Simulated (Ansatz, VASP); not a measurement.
**ReSb2: VASP beside Ansatz**

```
CELL_PARAMETERS angstrom
2.97476 0.00000 0.00000
0.00000 2.97476 0.00000
0.00000 0.00000 8.36935
ATOMIC_POSITIONS crystal
Re 0.00000 0.00000 0.00000
Sb 0.50000 0.00000 0.27733
Sb 0.00000 0.50000 0.72267
```

Change from the starting cell: ordered vacancies on the cation sites of zinc blende (P-4m2, No. 115).

Alike in both runs: task single point; functional PBE; k mesh 6 × 6 × 2; occupations gaussian, width 0.1 eV; collinear spin.

|  | VASP | Ansatz |
| --- | --- | --- |
| version | VASP 6.6.1 | Ansatz 0.2.0 |
| potentials or method | VASP PAW PBE potentials, release 64 (Re, Sb), cutoff 520 eV | scalar-relativistic, plane waves, PAW |
| valence electrons in the cell | 17 | 45 |

```csv
,VASP,Ansatz,Ansatz less VASP
gap on the k mesh at the Fermi level (eV),none,none,-
pressure (GPa),0.2,0.3,+0.09
"traceless stress, the component that is largest in VASP (GPa)",-0.48,-0.28,+0.199
rms of the force components (eV/Å),0.044,0.033,-0.0109
net moment per atom (μB),0.00,0.00,0.000
```

Atom by atom the forces differ by 0.011 eV/Å (rms over components). A gap of «none» marks a metal or a gap that the smearing closes. VASP's potentials hold 17 valence electrons a cell and Ansatz's 45, so a difference there can come from the potentials and not from the codes. Ansatz's warnings: seeded moment not kept.

The k mesh is coarse, so the values compare programs but aren't converged. Spin-orbit coupling is off throughout.
